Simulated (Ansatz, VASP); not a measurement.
**Two plane-wave programs on Zr2PdC2**

```
Zr Pd C
1.0
    -1.84916    1.84916    4.48584
     1.84916   -1.84916    4.48584
     1.84916    1.84916   -4.48584
Zr Pd C
2 1 2
Direct
  0.37110 0.37110 0.00000
  0.62890 0.62890 0.00000
  0.00000 0.00000 0.00000
  0.25000 0.75000 0.50000
  0.75000 0.25000 0.50000
```

Alike in both runs: task single point; functional PBE; k mesh 8 × 8 × 8; occupations gaussian, width 0.1 eV; no spin polarisation.

|  | VASP | Ansatz |
| --- | --- | --- |
| version | VASP 6.6.1 | Ansatz 0.2.0 |
| potentials or method | VASP PAW PBE potentials, release 64 (Zr_sv, Pd, C), cutoff 520 eV | scalar-relativistic, plane waves, PAW |
| valence electrons in the cell | 42 | 50 |

```csv
,VASP,Ansatz,Ansatz less VASP
gap on the k mesh at the Fermi level (eV),none,none,-
rms of the force components (eV/Å),1.985,1.956,-0.0288
```

Atom by atom the forces differ by 0.029 eV/Å (rms over components). A gap of «none» marks a metal or a gap that the smearing closes. The functional is the same, so the differences come from potentials, cutoffs and numerics. VASP's potentials hold 42 valence electrons a cell and Ansatz's 50, so a difference there can come from the potentials and not from the codes.
